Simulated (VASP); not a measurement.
Wanted: the native input for a VASP 6.6.1 run.

* Task: single point
* Functional: PBE
* Potentials or basis: VASP PAW PBE potentials, release 64 (Al, N)
* Cutoff: 520 eV
* k mesh: 11 × 11 × 11
* Occupations: gaussian, width 0.025 eV
* Spin: no spin polarisation
* Dipole correction: no
* Further INCAR settings: ALGO = Normal; EDIFF = 1e-06; NBANDS = 11

The structure of AlN lies in POSCAR:

```
AlN
1.0
    0.0000000000      2.0345180000      2.0345180000
    2.0345180000      0.0000000000      2.0345180000
    2.0345180000      2.0345180000      0.0000000000
Al N
1 1
Direct
    0.5000000000      0.5000000000      0.5000000000
    0.0000000000      0.0000000000      0.0000000000
```

The input as run:

INCAR

```
SYSTEM = AlN
PREC     = Accurate       ! precision mode
ENCUT    = 520            ! plane-wave cutoff, eV
EDIFF    = 1E-6           ! SCF threshold, eV
ISMEAR   = 0              ! smearing method
SIGMA    = 0.025          ! smearing width, eV
LREAL    = .FALSE.        ! projectors in reciprocal space
LASPH    = .TRUE.         ! aspherical terms in the spheres
NELM     = 60             ! most SCF steps
ALGO     = Normal         ! electronic algorithm
ISIF     = 2              ! what is computed and relaxed
LWAVE    = .FALSE.        ! write WAVECAR
LCHARG   = .FALSE.        ! write CHGCAR
GGA      = PE             ! functional
NBANDS   = 11             ! bands
```

KPOINTS

```
regular mesh
0
G
  11 11 11
  0 0 0
```

Potentials or basis: VASP PAW PBE potentials, release 64 (Al, N).

The run is started by

```sh
$ cat potpaw_PBE.64/Al/POTCAR potpaw_PBE.64/N/POTCAR > POTCAR
$ mpirun -np 1 vasp_std > vasp.out
```

It gave:

```json
{
 "Pressure": "0.0 GPa",
 "Band gap on the k mesh": "4.55 eV, indirect (least direct gap 5.41 eV)"
}
```

It took 6.8 s on 1 thread of Intel Xeon 8259CL (shared host), peak memory 0.13 GiB.
